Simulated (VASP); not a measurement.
Wanted: the native input for a VASP 6.6.1 run.

- Task: single point
- Functional: PBE
- Potentials or basis: VASP PAW PBE potentials, release 64 (N, B)
- Cutoff: 520 eV
- k mesh: 12 × 12 × 4
- Occupations: gaussian, width 0.019 eV
- Spin: no spin polarisation
- Dipole correction: no
- Further INCAR settings: ALGO = Normal; EDIFF = 1e-06; NBANDS = 16

The structure of BN lies in POSCAR:

```
BN
1.0
    2.4982400000      0.0000000000      0.0000000000
   -1.2491200000      2.1635393048      0.0000000000
    0.0000000000      0.0000000000      6.6357000000
N B
2 2
Direct
    0.6666666667      0.3333333333      0.2500000000
    0.3333333333      0.6666666667      0.7500000000
    0.6666666667      0.3333333333      0.7500000000
    0.3333333333      0.6666666667      0.2500000000
```

These files were run (other wordings do the same):

INCAR

```
SYSTEM = BN
PREC = Accurate ; ENCUT = 520
EDIFF = 1E-6 ; ISMEAR = 0
SIGMA = 0.019000000000000003 ; LREAL = .False.
LASPH = .True. ; NELM = 80
ALGO = Normal ; ISIF = 2
LWAVE = .False. ; LCHARG = .False.
GGA = PE ; NBANDS = 16
```

KPOINTS

```
regular mesh
0
Gamma
  12 12 4
  0 0 0
```

Potentials or basis: VASP PAW PBE potentials, release 64 (N, B).

Command:

```console
$ cat potpaw_PBE.64/N/POTCAR potpaw_PBE.64/B/POTCAR > POTCAR
$ mpirun -np 1 vasp_std > vasp.out
```

Results of the run:

The pressure is 5.2 GPa and the band gap on the k mesh is 4.29 eV, indirect (least direct gap 4.66 eV).

Caveat: this functional lacks dispersion, which binds the layers, so the pressure and a relaxed spacing across them are unreliable.

Run time: 30 s on 1 thread of Intel(R) Xeon(R) Platinum 8259CL CPU @ 2.50GHz (Skylake/Cascade Lake), with other jobs on the host, peak memory 0.16 GiB.
